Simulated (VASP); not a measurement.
A run of VASP 6.6.1 is set up as follows.

The input INCAR:

```
  ALGO = Normal
  EDIFF = 1E-8
  ENCUT = 520
  GGA = PE
  ISIF = 2
  ISMEAR = -1
  LASPH = T
  LCHARG = F
  LEFG = T
  LREAL = F
  LWAVE = F
  NBANDS = 16
  NELM = 80
  PREC = Accurate
  SIGMA = 0.05
```

KPOINTS

```
k-points
0
Gamma
  13 13 13
```

The input POSCAR:

```
SiPb
1.0
    0.0000000000      2.9693399792      2.9693399792
    2.9693399792      0.0000000000      2.9693399792
    2.9693399792      2.9693399792      0.0000000000
Pb Si
1 1
Direct
    0.0000000000      0.0000000000      0.0000000000
    0.5000000000      0.5000000000      0.5000000000
```

Potentials or basis: VASP PAW PBE potentials, release 64 (Pb_d, Si).

The run is started by

```bash
$ cat potpaw_PBE.64/Pb_d/POTCAR potpaw_PBE.64/Si/POTCAR > POTCAR
$ mpirun -np 1 vasp_std > vasp.out
```

(1) Predict the pressure.

(2) Estimate the band gap on the k mesh.

Results:

(1) -1.9 GPa.

(2) zero (bands 9 and 10 overlap by 3.23 eV).

Caveat: spin-orbit coupling is left out, which moves the levels of the heavy elements.
